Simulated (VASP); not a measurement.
A run of VASP 6.6.1 is set up as follows.

File INCAR:

```
SYSTEM = N
PREC = Accurate
ENCUT = 520
EDIFF = 1E-7
ISMEAR = 0
SIGMA = 0.02
LREAL = .FALSE.
LASPH = .TRUE.
NELM = 150
ALGO = Normal
ISIF = 2
LWAVE = .FALSE.
LCHARG = .FALSE.
ISPIN = 2
MAGMOM = 3.15 3.15 3.15 3.15
LORBIT = 11
NBANDS = 22
```

KPOINTS

```
regular mesh
0
G
  6 6 6
  0 0 0
```

The input POSCAR:

```
N
1.0
    4.6292546138      0.0000000000      0.0000000000
    0.0000000000      4.6292546138      0.0000000000
    0.0000000000      0.0000000000      4.6292546138
N
4
Direct
   -0.0000221095     -0.0000221095     -0.0000221095
    0.5000221095      1.0000221095      0.4999778905
    0.4999778905      0.5000221095      1.0000221095
    1.0000221095      0.4999778905      0.5000221095
```

Potentials or basis: VASP PAW LDA potentials, release 64 (N).

Launch:

```console
$ cat potpaw_LDA.64/N/POTCAR > POTCAR
$ mpirun -np 1 vasp_std > vasp.out
```

Problem. Estimate the net moment.

Solution. 12.00 μB per cell.

Problem. What does it give for the pressure?

Solution. 0.5 GPa.

Problem. Predict the band gap on the k mesh.

Solution. 1.12 eV.

 A k mesh can miss the band edges.
